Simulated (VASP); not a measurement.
A run of VASP 6.6.1 is set up as follows.

INCAR

```
PREC     = Accurate       # precision mode
ENCUT    = 400            # plane-wave cutoff, eV
EDIFF    = 1E-6           # SCF threshold, eV
ISMEAR   = -1             # smearing method
SIGMA    = 0.05           # smearing width, eV
LREAL    = False          # projectors in reciprocal space
LASPH    = True           # aspherical terms in the spheres
NELM     = 120            # most SCF steps
ALGO     = Normal         # electronic algorithm
ISIF     = 2              # what is computed and relaxed
LWAVE    = False          # write WAVECAR
LCHARG   = False          # write CHGCAR
LDIPOL   = True         
IDIPOL   = 3            
DIPOL    = 0.5 0.5 0.500
GGA      = CA             # functional
NBANDS   = 19             # bands
EFIELD   = -0.5         
GGA_COMPAT= False        
NELMDL   = -8
```

KPOINTS

```
regular mesh
0
Gamma
  14 9 1
```

Contents of POSCAR:

```
Ti
1.0
    2.8639314136      0.0000000000      0.0000000000
    0.0000000000      4.5350255008      0.0000000000
    0.0000000000      0.0000000000     16.8267000000
Ti
2
Direct
    0.7500000000      0.7500000000      0.4792892901
    0.2500000000      0.2500000000      0.5207107099
```

Potentials or basis: VASP PAW LDA potentials, release 64 (Ti_sv).

The run is started by

```sh
$ cat potpaw_LDA.64/Ti_sv/POTCAR > POTCAR
$ mpirun -np 1 vasp_std > vasp.out
```

Task: What does it give for the band gap on the k mesh?

Result: Zero (band 12 reaches -2.25 eV, above the bottom of band 13 at -2.38 eV).
